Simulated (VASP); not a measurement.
Nb2SiB2:

```xyz
5
Lattice="3.3657 0.0000 0.0000 -1.6829 2.9148 0.0000 0.0000 0.0000 5.9429" Properties=species:S:1:pos:R:3 pbc="T T T"
Nb    0.0000    1.9432    1.2525
Nb    1.6829    0.9716    4.6904
Si    0.0000    0.0000    2.9715
B     0.0000    1.9432    5.2008
B     1.6829    0.9716    0.7421
```

The cell was generated, and may not be a known phase.

```yaml
Program: VASP 6.6.1
Task: relaxation of cell and atoms
Functional: PBE
Potentials_or_basis: VASP PAW PBE potentials, release 64 (Nb_sv, Si, B)
Cutoff: 600 eV
k_mesh: 6 × 6 × 4
Occupations: gaussian, width 0.1 eV
Spin: no spin polarisation
```

At the start: pressure 58.5 GPa; volume 11.66 Å³/atom.

Q: How do energy, volume and symmetry change on relaxing?

A: Over 63 steps the energy falls by 1320.8 meV/atom and the volume is 12.85 Å³/atom (+10.2 %); space group P-3m1 (No. 164, to 0.1 Å) before and after.

The path:
```tsv
step	energy change (eV)	largest force (eV/Å)	pressure (GPa)	volume (Å³)
1	0.0000	3.4393	58.47	58.30
3	-2.5915	0.5490	-3.71	75.28
5	-2.6031	0.6448	-1.06	73.94
7	-2.8011	0.9077	-1.08	72.86
9	-2.8059	0.9726	-0.71	72.56
11	-3.0016	0.5988	0.03	70.12
13	-3.0520	0.0860	0.22	70.10
15	-3.0528	0.0523	-0.11	70.28
17	-3.0536	0.0521	-0.01	70.27
19	-3.0544	0.0788	0.16	70.21
21	-3.0690	0.2088	0.29	70.18
23	-3.4710	1.3559	0.15	69.83
25	-4.8635	3.3177	5.61	65.27
27	-5.6459	1.2391	-1.52	67.31
29	-5.6462	1.2605	-1.54	67.31
31	-5.6462	1.2767	-1.56	67.31
33	-5.6468	1.2743	-1.56	67.30
35	-5.6495	1.2632	-1.57	67.30
37	-5.6598	1.2189	-1.60	67.27
39	-5.6978	1.0439	-1.72	67.14
41	-5.7948	0.5482	-1.91	66.64
43	-5.8127	0.9431	-1.73	66.29
45	-5.8650	0.7470	1.02	65.23
47	-5.8884	0.4085	4.24	64.13
49	-5.9455	0.6175	3.00	64.35
51	-6.2051	2.1011	0.05	65.10
53	-6.2956	2.2157	-1.33	65.41
55	-6.3556	2.0228	-1.67	65.39
57	-6.5970	0.1784	-1.45	64.51
59	-6.6025	0.0548	-0.31	64.21
61	-6.6035	0.0460	0.42	64.02
63	-6.6041	0.0389	-0.16	64.23
```

Final structure:
```
Nb Si B
1.0
     2.99563    0.00000    0.00000
    -1.49781    2.59429    0.00000
     0.00000    0.00000    8.26534
Nb Si B
2 1 2
Direct
  0.33333 0.66667 0.23700
  0.66667 0.33333 0.76300
  0.00000 0.00000 0.50000
  0.33333 0.66667 0.96576
  0.66667 0.33333 0.03424
```

Caveat: a cell axis changed by over 15 % at a fixed basis, so the end point is rough.
